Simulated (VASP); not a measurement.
# SnBr2 in VASP: a series of runs, part 2 of 2

VASP 6.6.1. The steps go on from the part before.

### 3 Single point, PBEsol

INCAR

```
SYSTEM = SnBr2
PREC = Accurate ; ENCUT = 520
EDIFF = 1E-6 ; ISMEAR = -1
SIGMA = 0.05 ; LREAL = Auto
LASPH = .True. ; NELM = 60
ALGO = Normal ; ISIF = 2
LWAVE = .False. ; LCHARG = .False.
GGA = PS ; NBANDS = 130
```

KPOINTS

```
regular mesh
0
Gamma
  1 1 1
  0 0 0
```

POSCAR

```
SnBr2
1.0
    9.9659380000      0.0000000000      0.0000000000
    0.0000000000      8.8518340000      0.0000000000
    0.0000000000      0.0000000000     18.9593480000
Sn Br
8 16
Direct
    0.0000000000      0.0000000000      0.0527444298
    0.5000031106      0.2500046883      0.0527444298
    0.5029531591     -0.0024853607      0.3365569322
    0.0117500229      0.2438703663      0.3270734838
    0.0000000000      0.4999980795      0.0527444298
    0.5000031106      0.7500027678      0.0527444298
    0.4990398295      0.4784093330      0.3610250732
    0.0170882058      0.7178399414      0.3229857904
    0.0233394990     -0.0110937462      0.1924591500
    0.4022300761     -0.0205381167      0.1317397624
    0.7986503629      0.2500046883      0.0527444298
    0.2013458241      0.2500046883      0.0527444298
    0.5948863017     -0.0187870672      0.4639347302
    0.0561612966     -0.0384553077      0.4107261494
    0.3125947603      0.2371937838      0.3028215949
    0.7315819143      0.1865828031      0.3351064604
    0.0187237769      0.4119033412      0.1831497581
    0.4731014783      0.4822503450      0.1350362892
    0.7986503629      0.7500027678      0.0527444298
    0.2013458241      0.7500027678      0.0527444298
    0.5249280098      0.4114175661      0.4978757708
   -0.0008328368      0.4916947155      0.4225619995
    0.3032328718      0.7121462061      0.3172102754
    0.6926593362      0.7188679770      0.2975102308
```

Potentials or basis: VASP PAW PBE potentials, release 64 (Sn_d, Br).

Launch:

```sh
cat potpaw_PBE.64/Sn_d/POTCAR potpaw_PBE.64/Br/POTCAR > POTCAR
mpirun -np 1 vasp_gam > vasp.out
```

OUTCAR:

```text
SYSTEM = SnBr2
   PREC = Accurate
   ENCUT = 520
   EDIFF = 1E-6
   ISMEAR = -1
   LREAL = Auto
   LASPH = .True.
   NELM = 60
   ISIF = 2
   GGA = PS

 ion  position               nearest neighbor table
   1  0.000  0.000  0.053-   9 2.66  20 2.99  19 2.99  12 2.99  11 2.99
   2  0.500  0.250  0.053-  18 2.59  11 2.98  12 2.98  10 2.99
   3  0.503  0.998  0.337-  13 2.59  16 2.83  15 2.92  24 3.19  23 3.24
   4  0.012  0.244  0.327-  16 2.84  22 2.85  14 2.99  15 3.03  17 3.11
   5  0.000  0.500  0.053-  17 2.60  12 2.99  11 2.99  20 2.99  19 2.99
   6  0.500  0.750  0.053-  10 2.71  18 2.85  19 2.98  20 2.98
   7  0.499  0.478  0.361-  21 2.67  23 2.96  15 3.04  24 3.12
   8  0.017  0.718  0.323-  14 2.75  22 2.76  23 2.85  24 3.27
   9  0.023  0.989  0.192-   1 2.66
  10  0.402  0.979  0.132-   6 2.71   2 2.99
  11  0.799  0.250  0.053-   2 2.98   5 2.99   1 2.99
  12  0.201  0.250  0.053-   2 2.98   5 2.99   1 2.99
  13  0.595  0.981  0.464-   3 2.59
  14  0.056  0.962  0.411-   8 2.75   4 2.99
  15  0.313  0.237  0.303-   3 2.92   4 3.03   7 3.04
  16  0.732  0.187  0.335-   3 2.83   4 2.84
  17  0.019  0.412  0.183-   5 2.60   4 3.11
  18  0.473  0.482  0.135-   2 2.59   6 2.85
  19  0.799  0.750  0.053-   6 2.98   1 2.99   5 2.99
  20  0.201  0.750  0.053-   6 2.98   1 2.99   5 2.99
  21  0.525  0.411  0.498-   7 2.67
  22  0.999  0.492  0.423-   8 2.76   4 2.85
  23  0.303  0.712  0.317-   8 2.85   7 2.96   3 3.24
  24  0.693  0.719  0.298-   7 3.12   3 3.19   8 3.27

  LATTYP: Found a simple orthorhombic cell.
 ALAT       =     8.8518340000
 B/A-ratio  =     1.1258613752
 C/A-ratio  =     2.1418553488

  Lattice vectors:

 A1 = (   0.0000000000,  -8.8518340000,   0.0000000000)
 A2 = (   9.9659380000,   0.0000000000,   0.0000000000)
 A3 = (   0.0000000000,   0.0000000000,  18.9593480000)

Analysis of symmetry for initial positions (statically):
=====================================================================
 Subroutine PRICEL returns:
 Original cell was already a primitive cell.
[... 166 lines left out ...]
   LORBIT       =      0    0 simple, 1 ext, 2 COOP (PROOUT), +10 PAW based schemes
   GGA     = PS    functional components
   LHFCALC =     F    Hartree Fock is set to
   AEXX    =    0.0000 exact exchange contribution
   IVDW    =     0    specifies the selected vdW correction
   LEPSILON=     F    determine dielectric tensor
   LRPA    =     F    only Hartree local field effects (RPA)
 non-spin polarized calculation
  energy-cutoff  :      520.00
  volume of cell :     1672.53
 maximum number of plane-waves:     22536
 NGX is ok and might be reduce to    80
   NGX = 37   NGY = 33   NGZ = 71

 number of electron     224.0000000 magnetization

 Free energy of the ion-electron system (eV)
  ---------------------------------------------------
  ext. energy  EPLUGINS =         0.00000000
  ---------------------------------------------------
  free energy    TOTEN  =       -77.51730880 eV

  energy without entropy =      -77.47972338  energy(sigma->0) =      -77.49851609

 E-fermi :  -1.6481     XC(G=0):  -4.7081

 val. band max:       -1.8342778102   @ k =   0.0000   0.0000   0.0000
 cond. band min:      -1.4898880515   @ k =   0.0000   0.0000   0.0000
 fundamental gap:      0.3443897586
 Fermi energy:        -1.6481064289

 k-point     1 :       0.0000    0.0000    0.0000
  band No.  band energies     occupation
      1     -24.3601      2.00000
      2     -24.3448      2.00000
      3     -24.3106      2.00000
      4     -24.3076      2.00000
      5     -24.2930      2.00000
      6     -24.2895      2.00000
[... 116 lines left out ...]
    123       1.0367      0.00000
    124       1.1485      0.00000
 [bands above 124 left out]

------------------------ aborting loop because EDIFF is reached ----------------------------------------

  FORCE on cell =-STRESS in cart. coord.  units (eV):
  Direction    XX          YY          ZZ          XY          YZ          ZX
  --------------------------------------------------------------------------------------
  -------------------------------------------------------------------------------------
  Total      -13.1061802      2.1260815     -5.9075876      0.5681562      2.8079864     -0.9044661
  in kB      -12.5548601      2.0366465     -5.6590811      0.5442563      2.6898666     -0.8664192
  external PRESSURE =      -5.3924316 kB  Pullay stress =       0.0000000 kB

 VOLUME and BASIS-vectors are now :
 -----------------------------------------------------------------------------
  energy-cutoff  :      520.00
  volume of cell :     1672.53
      direct lattice vectors                 reciprocal lattice vectors
     9.965938000  0.000000000  0.000000000     0.100341784  0.000000000  0.000000000
     0.000000000  8.851834000  0.000000000     0.000000000  0.112970939  0.000000000
     0.000000000  0.000000000 18.959348000     0.000000000  0.000000000  0.052744430

 POSITION                                       TOTAL-FORCE (eV/Angst)
 -----------------------------------------------------------------------------------
      0.00000      0.00000      1.00000         0.122037      0.087768      0.553472
      4.98300      2.21300      1.00000        -0.285994     -0.672069     -0.101740
      5.01240      8.82983      6.38090         0.461599     -0.817283      0.372950
      0.11710      2.15870      6.20110        -0.047484     -0.597415      0.360256
      0.00000      4.42590      1.00000         0.139483     -0.189890     -0.015131
      4.98300      6.63890      1.00000        -0.284055     -0.061271      0.162488
[... 16 lines left out ...]
      3.02200      6.30380      6.01410         0.125264     -0.151120     -0.010978
      6.90300      6.36330      5.64060        -0.048565      0.019517      0.177793
 -----------------------------------------------------------------------------------
    total drift:                               -0.000884      0.006005      0.058682

  FREE ENERGIE OF THE ION-ELECTRON SYSTEM (eV)
  ---------------------------------------------------
  free  energy   TOTEN  =       -77.5173087974 eV

  energy  without entropy=      -77.4797233813  energy(sigma->0) =      -77.49851609
```

OSZICAR:

```text
N       E                     dE             d eps       ncg     rms          rms(c)
DAV:   1     0.265345812329E+04    0.26535E+04   -0.10206E+05   292   0.166E+03
DAV:   2     0.397428735536E+03   -0.22560E+04   -0.21974E+04   308   0.390E+02
DAV:   3    -0.423935809425E+02   -0.43982E+03   -0.42931E+03   318   0.185E+02
[... 17 lines left out ...]
DAV:  21    -0.775172797787E+02   -0.44849E-04   -0.34069E-06   208   0.315E-03    0.116E-03
DAV:  22    -0.775172972261E+02   -0.17447E-04   -0.10580E-06   192   0.173E-03    0.992E-04
DAV:  23    -0.775173051153E+02   -0.78892E-05   -0.46859E-07   184   0.127E-03    0.564E-04
DAV:  24    -0.775173081033E+02   -0.29880E-05   -0.20604E-07   176   0.999E-04    0.376E-04
DAV:  25    -0.775173087974E+02   -0.69409E-06   -0.71008E-08   168   0.731E-04
   1 F= -.77517309E+02 E0= -.77498516E+02  d E =-.375854E-01
```

stdout:

```text
POSCAR found type information on POSCAR SnBr
 POSCAR found :  2 types and      24 ions
 scaLAPACK will be used
 -----------------------------------------------------------------------------
|                                                                             |
|                                                                             |
|     You enforced a specific xc type in the INCAR file but a different       |
|     I HOPE YOU KNOW WHAT YOU ARE DOING!                                     |
|                                                                             |
 -----------------------------------------------------------------------------

 LDA part: xc-table for (Slater+PW92), standard interpolation
 POSCAR, INCAR and KPOINTS ok, starting setup
 FFT: planning ... GRIDC
 FFT: planning ... GRID_SOFT
 FFT: planning ... GRID
 WAVECAR not read
 entering main loop
```

Wall time 16 min (1 thread of Oxide Virtual Turin-like, shared host); peak memory 1.3 GiB.

What came out:

* Free energy: -77.5173 eV
* Largest force: 1.035 eV/Å

Forces on the atoms (eV/Å):
```
Sn   0.122  0.088  0.553
Sn  -0.286 -0.672 -0.102
Sn   0.462 -0.817  0.373
Sn  -0.047 -0.597  0.360
Sn   0.139 -0.190 -0.015
Sn  -0.284 -0.061  0.162
Sn   0.413 -0.208  0.527
Sn  -0.187  0.236  0.023
Br  -0.113  0.000 -0.405
Br   0.936  0.429 -0.102
Br  -0.200 -0.150 -0.049
Br   0.110  0.006 -0.430
Br  -0.483 -0.220 -0.029
Br  -0.186  0.164 -0.361
Br  -0.073  0.457  0.120
Br   0.163  0.764 -0.478
Br  -0.106  0.574  0.440
Br   0.081  0.586  0.307
Br  -0.116  0.044  0.202
Br  -0.259 -0.561 -0.174
Br  -0.220  0.367 -0.776
Br   0.057 -0.105 -0.311
Br   0.125 -0.151 -0.011
Br  -0.049  0.020  0.178
```

Caveat: the k points lie up to 0.71 Å⁻¹ apart; the PAW data sets were made with another functional, which shifts forces and pressure a little; spin-orbit coupling is left out, which moves the levels of the heavy elements.

### 4 Single point, PBEsol

INCAR

```
PREC = Accurate ; ENCUT = 520
EDIFF = 1E-6 ; ISMEAR = -1
SIGMA = 0.05 ; LREAL = Auto
LASPH = T ; NELM = 60
ALGO = Normal ; ISIF = 2
LWAVE = F ; LCHARG = F
GGA = PS ; NBANDS = 130
```

KPOINTS

```
regular mesh
0
Gamma
  1 1 1
```

POSCAR

```
SnBr2
1.0
    9.9659380000      0.0000000000      0.0000000000
    0.0000000000      8.8518340000      0.0000000000
    0.0000000000      0.0000000000     18.9593480000
Sn Br
8 16
Direct
    0.0000000000      0.0000000000      0.0527444298
    0.5000031106      0.2500046883      0.0527444298
    0.5303966370     -0.0179962706      0.3465520017
    0.0276943324      0.1961740358      0.3406709978
    0.0000000000      0.4999980795      0.0527444298
    0.5000031106      0.7500027678      0.0527444298
    0.5169809405      0.4372653170      0.3757565925
    0.0064620109      0.6970306944      0.3195574025
    0.0297312707     -0.0198376969      0.1867522027
    0.4245360547      0.0099527397      0.1162118022
    0.7986503629      0.2500046883      0.0527444298
    0.2013458241      0.2500046883      0.0527444298
    0.6192894236     -0.0586206203      0.4662818574
    0.0800928121     -0.0378000762      0.4075351114
    0.3274654127      0.2784281766      0.2940818429
    0.7323043752      0.2172318189      0.3181702240
    0.0214029026      0.4179246922      0.1861614650
    0.4668100484      0.5112725792      0.1231687925
    0.7986503629      0.7500027678      0.0527444298
    0.2013458241      0.7500027678      0.0527444298
    0.5281790836      0.3761480389      0.5133720843
    0.0038230220      0.4929035045      0.4162221190
    0.3238330401      0.6564063447      0.3121573590
    0.7088745686      0.6705164150      0.2848357444
```

Potentials or basis: VASP PAW PBE potentials, release 64 (Sn_d, Br).

Launch:

```sh
cat potpaw_PBE.64/Sn_d/POTCAR potpaw_PBE.64/Br/POTCAR > POTCAR
mpirun -np 1 vasp_gam > vasp.out
```

OUTCAR:

```text
PREC = Accurate
   ENCUT = 520
   EDIFF = 1E-6
   ISMEAR = -1
   LREAL = Auto
   LASPH = T
   NELM = 60
   ISIF = 2
   GGA = PS

 ion  position               nearest neighbor table
   1  0.000  0.000  0.053-   9 2.56  20 2.99  19 2.99  12 2.99  11 2.99
   2  0.500  0.250  0.053-  10 2.56  18 2.69  11 2.98  12 2.98
   3  0.530  0.982  0.347-  13 2.46  16 2.95
   4  0.028  0.196  0.341-  14 2.48  16 2.98  22 3.00  15 3.20
   5  0.000  0.500  0.053-  17 2.64  12 2.99  11 2.99  20 2.99  19 2.99
   6  0.500  0.750  0.053-  18 2.52  10 2.70  19 2.98  20 2.98
   7  0.517  0.437  0.376-  21 2.67  15 2.82  23 2.99  16 3.10
   8  0.006  0.697  0.320-  22 2.57  14 2.97  24 3.05  23 3.19
   9  0.030  0.980  0.187-   1 2.56
  10  0.425  0.010  0.116-   2 2.56   6 2.70
  11  0.799  0.250  0.053-   2 2.98   5 2.99   1 2.99
  12  0.201  0.250  0.053-   2 2.98   5 2.99   1 2.99
  13  0.619  0.941  0.466-   3 2.46
  14  0.080  0.962  0.408-   4 2.48   8 2.97
  15  0.327  0.278  0.294-   7 2.82   4 3.20
  16  0.732  0.217  0.318-   3 2.95   4 2.98   7 3.10
  17  0.021  0.418  0.186-   5 2.64
  18  0.467  0.511  0.123-   6 2.52   2 2.69
  19  0.799  0.750  0.053-   6 2.98   1 2.99   5 2.99
[... 220 lines left out ...]
      1     -23.9833      2.00000
      2     -23.9589      2.00000
      3     -23.9427      2.00000
      4     -23.9303      2.00000
      5     -23.9176      2.00000
      6     -23.9086      2.00000
[... 116 lines left out ...]
    123       1.2655      0.00000
    124       1.3074      0.00000
 [bands above 124 left out]

------------------------ aborting loop because EDIFF is reached ----------------------------------------

  FORCE on cell =-STRESS in cart. coord.  units (eV):
  Direction    XX          YY          ZZ          XY          YZ          ZX
  --------------------------------------------------------------------------------------
  -------------------------------------------------------------------------------------
  Total      -15.3403980     11.5913580      0.7923010     -0.2389591     -2.7291422     -0.5105760
  in kB      -14.6950940     11.1037599      0.7589724     -0.2289072     -2.6143390     -0.4890982
  external PRESSURE =      -0.9441206 kB  Pullay stress =       0.0000000 kB

 VOLUME and BASIS-vectors are now :
 -----------------------------------------------------------------------------
  energy-cutoff  :      520.00
  volume of cell :     1672.53
      direct lattice vectors                 reciprocal lattice vectors
     9.965938000  0.000000000  0.000000000     0.100341784  0.000000000  0.000000000
     0.000000000  8.851834000  0.000000000     0.000000000  0.112970939  0.000000000
     0.000000000  0.000000000 18.959348000     0.000000000  0.000000000  0.052744430

 POSITION                                       TOTAL-FORCE (eV/Angst)
 -----------------------------------------------------------------------------------
      0.00000      0.00000      1.00000         0.061034      0.036576     -0.123932
      4.98300      2.21300      1.00000         0.132785      0.515143     -0.867733
      5.28590      8.69253      6.57040        -0.063216     -0.326876     -0.875330
      0.27600      1.73650      6.45890        -0.130421      1.659504     -0.991678
      0.00000      4.42590      1.00000         0.133178     -0.269094      0.352104
      4.98300      6.63890      1.00000         0.133574      0.544357     -0.989961
[... 16 lines left out ...]
      3.22730      5.81040      5.91830        -0.154589      0.609901      0.122235
      7.06460      5.93530      5.40030         0.164443      0.435285      0.398165
 -----------------------------------------------------------------------------------
    total drift:                               -0.009670      0.042309      0.015445

  FREE ENERGIE OF THE ION-ELECTRON SYSTEM (eV)
  ---------------------------------------------------
  free  energy   TOTEN  =       -77.0555487027 eV

  energy  without entropy=      -77.0245889351  energy(sigma->0) =      -77.04006882
```

It took 14 min on 1 thread of Oxide Virtual Turin-like, shared host; peak memory 1.3 GiB.

What came out:

| Item | Value |
| --- | --- |
| Free energy | -77.0555 eV |
| Largest force | 1.938 eV/Å |

Forces on the atoms (eV/Å):
```
Sn   0.061  0.037 -0.124
Sn   0.133  0.515 -0.868
Sn  -0.063 -0.327 -0.875
Sn  -0.130  1.660 -0.992
Sn   0.133 -0.269  0.352
Sn   0.134  0.544 -0.990
Sn   0.183  0.464  0.107
Sn   0.150 -0.046 -0.700
Br  -0.070  0.085  0.377
Br   0.239 -0.598  1.003
Br  -0.169 -0.118  0.025
Br  -0.045  0.198 -0.436
Br   0.140 -0.105  0.493
Br   0.099 -1.216  0.636
Br  -0.077 -0.877  0.354
Br  -0.107 -0.306  0.004
Br  -0.135  0.619  0.108
Br  -0.045 -0.625  1.058
Br  -0.081  0.016  0.189
Br  -0.138 -0.232 -0.133
Br  -0.203  0.040 -0.380
Br  -0.019 -0.505  0.270
Br  -0.155  0.610  0.122
Br   0.164  0.435  0.398
```

Levels at points of the mesh, in eV from the Fermi level:
```tsv
k point	band 109	band 110	band 111	band 112	band 113	band 114	band 115	band 116
(0.00, 0.00, 0.00)	-1.07	-1.05	-0.90	-0.16	0.16	1.23	1.40	1.72
```

Caveat: the k points lie up to 0.71 Å⁻¹ apart; the PAW data sets were made with another functional, which shifts forces and pressure a little; spin-orbit coupling is left out, which moves the levels of the heavy elements.

### 5 Overview

| cell | largest force (eV/Å) |
| --- | --- |
| as given, atomic positions A | 0.93 |
| as given, atomic positions B | 1.03 |
| as given, atomic positions C | 1.94 |

Alike in all rows: task single point; level PBEsol; potentials or basis VASP PAW PBE potentials, release 64 (Sn_d, Br); no spin polarisation; k mesh 1 × 1 × 1; cutoff (eV) 520; smearing fermi-dirac 0.05 eV.

Caveats: all runs use coarse meshes; the PAW data sets were made with another functional, which shifts forces and pressure a little; spin-orbit coupling is left out, which moves the levels of the heavy elements.

Total energies depend on the potentials used, so only differences within one code and one set of settings carry meaning.
